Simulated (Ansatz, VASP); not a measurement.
# SnSe2: VASP beside Ansatz

```xyz
3
Lattice="3.9360 0.0000 0.0000 -1.9680 3.4087 0.0000 0.0000 0.0000 6.6590" Properties=species:S:1:pos:R:3 pbc="T T T"
Sn    0.0000    0.0000    0.0000
Se    0.0000    2.2725    1.7655
Se    1.9680    1.1362    4.8935
```

Alike in both runs: task single point; functional PBE; dispersion D3(BJ); k mesh 12 × 12 × 6; occupations gaussian, width 0.03 eV; no spin polarisation.

|  | VASP | Ansatz |
| --- | --- | --- |
| version | VASP 6.6.1 | Ansatz 0.2.0 |
| potentials or method | VASP PAW PBE potentials, release 64 (Sn_d, Se), cutoff 500 eV | scalar-relativistic, plane waves, PAW |
| valence electrons in the cell | 26 | 46 |

Ansatz gave:

* gap on the k mesh at the Fermi level (eV): 0.08
* least direct gap on the mesh (eV): 0.54
* pressure (GPa): -7.0
* traceless stress, the component that is largest in VASP (GPa): -3.17
* rms of the force components (eV/Å): 0.638

Question: Estimate VASP's values.

Answer: gap on the k mesh at the Fermi level (eV): 0.08; least direct gap on the mesh (eV): 0.54; pressure (GPa): -7.0; traceless stress, the component that is largest in VASP (GPa): -3.16; rms of the force components (eV/Å): 0.634.

Atom by atom the forces differ by 0.004 eV/Å (rms over components). VASP's potentials hold 26 valence electrons a cell and Ansatz's 46, so a difference there can come from the potentials and not from the codes.
